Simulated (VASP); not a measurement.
Write the native input for VASP 6.6.1 that does the following.

```
Task                   : single point
Functional             : r2SCAN
Potentials or basis    : VASP PAW PBE potentials, release 64 (Y_sv)
Cutoff                 : 520 eV
k mesh                 : 16 × 16 × 16
Occupations            : gaussian, width 0.15 eV
Spin                   : no spin polarisation
Dipole correction      : no
Further INCAR settings : ALGO = Normal; EDIFF = 1e-07; NBANDS = 12
```

Crystal: Y.

```
CELL_PARAMETERS angstrom
0.00000 2.49742 2.49742
2.48500 0.01243 2.48500
2.48500 2.48500 0.01243
ATOMIC_POSITIONS crystal
Y 0.00000 0.00000 0.00000
```

This cell differs from its parent crystal: strain +0.0100 x Voigt [0, 0, 0, 1, 0, 0].

These files were run (other wordings do the same):

POSCAR

```
Y
1.0
    0.0000000000      2.4974250000      2.4974250000
    2.4850000000      0.0124250000      2.4850000000
    2.4850000000      2.4850000000      0.0124250000
Y
1
Direct
    0.0000000000      0.0000000000      0.0000000000
```

INCAR.step1

```
SYSTEM = Y
PREC     = Accurate       ! precision mode
ENCUT    = 520            ! plane-wave cutoff, eV
ISMEAR   = 0              ! smearing method
SIGMA    = 0.15           ! smearing width, eV
LREAL    = .FALSE.        ! projectors in reciprocal space
LASPH    = .TRUE.         ! aspherical terms in the spheres
NELM     = 80             ! most SCF steps
NBANDS   = 12             ! bands
GGA      = PE             ! functional
ALGO     = Normal         ! electronic algorithm
EDIFF    = 1E-4           ! SCF threshold, eV
LWAVE    = .TRUE.         ! write WAVECAR
LCHARG   = .FALSE.        ! write CHGCAR
```

INCAR.step2

```
SYSTEM = Y
PREC     = Accurate       ! precision mode
ENCUT    = 520            ! plane-wave cutoff, eV
EDIFF    = 1E-7           ! SCF threshold, eV
ISMEAR   = 0              ! smearing method
SIGMA    = 0.15           ! smearing width, eV
LREAL    = .FALSE.        ! projectors in reciprocal space
LASPH    = .TRUE.         ! aspherical terms in the spheres
NELM     = 80             ! most SCF steps
ALGO     = Normal         ! electronic algorithm
ISIF     = 2              ! what is computed and relaxed
LWAVE    = .FALSE.        ! write WAVECAR
LCHARG   = .FALSE.        ! write CHGCAR
METAGGA  = R2SCAN         ! meta-GGA
LMIXTAU  = .TRUE.       
NBANDS   = 12             ! bands
ISTART   = 1
```

KPOINTS

```
regular mesh
0
G
  16 16 16
  0 0 0
```

Potentials or basis: VASP PAW PBE potentials, release 64 (Y_sv).

Run with:

```sh
$ cat potpaw_PBE.64/Y_sv/POTCAR > POTCAR
$ cp INCAR.step1 INCAR
$ mpirun -np 1 vasp_std > vasp.out
$ cp INCAR.step2 INCAR
$ mpirun -np 1 vasp_std > vasp.out
```

Results of the run:

The pressure is 3.4 GPa and the band gap on the k mesh is zero (an odd number of electrons rules out a gap without spin polarisation).

Caveat: the cell differs from its parent crystal (strain +0.0100 x Voigt [0, 0, 0, 1, 0, 0]); the cell stands under pressure; the PAW data sets were made with another functional, which shifts forces and pressure a little.

Wall time 8 min on 1 thread of Intel(R) Xeon(R) 6975P-C (Granite Rapids) (shared host), peak memory 0.39 GiB.
